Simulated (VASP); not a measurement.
Set up this calculation in VASP 6.6.1, as the native input.

```yaml
Task: single point
Functional: PBE
Potentials_or_basis: VASP PAW PBE potentials, release 64 (Al, Ru_pv)
Cutoff: 520 eV
k_mesh: 14 × 14 × 8
Occupations: gaussian, width 0.15 eV
Spin: no spin polarisation
Dipole_correction: no
Further_INCAR_settings: ALGO = Fast; EDIFF = 1e-06; NBANDS = 25
```

The structure of AlRu lies in POSCAR:

```
AlRu
1.0
    3.0038895946      0.0000000000      0.0000000000
    0.0000000000      3.0038895946      0.0000000000
    0.0000000000      0.0000000000      6.0077791893
Al Ru
2 2
Direct
    0.0000000000      0.0000000000     -0.0049935257
    0.0000000000      0.0000000000      0.5049935257
    0.4838209766      0.5000000000      0.2500000000
    0.5161790234      0.5000000000      0.7500000000
```

This cell differs from its parent crystal: atoms displaced along a vibrational mode.

These files were run (other wordings do the same):

INCAR

```
SYSTEM = AlRu
ALGO = Fast
EDIFF = 1E-6
ENCUT = 520
GGA = PE
ISIF = 2
ISMEAR = 0
LASPH = .True.
LCHARG = .False.
LREAL = .False.
LWAVE = .False.
NBANDS = 25
NELM = 80
PREC = Accurate
SIGMA = 0.15
```

KPOINTS

```
k-points
0
Gamma
  14 14 8
  0 0 0
```

Potentials or basis: VASP PAW PBE potentials, release 64 (Al, Ru_pv).

Launch:

```bash
$ cat potpaw_PBE.64/Al/POTCAR potpaw_PBE.64/Ru_pv/POTCAR > POTCAR
$ mpirun -np 1 vasp_std > vasp.out
```

Results of the run:

```
Pressure               : 0.3 GPa
Largest force          : 0.473 eV/Å
Band gap on the k mesh : zero (bands 17 and 18 overlap by 2.82 eV)
```

Caveat: the cell differs from its parent crystal (atoms displaced along a vibrational mode).

It took 5.1 min on 1 thread of Intel(R) Xeon(R) Platinum 8259CL CPU @ 2.50GHz (Skylake/Cascade Lake) (shared host), peak memory 0.45 GiB.
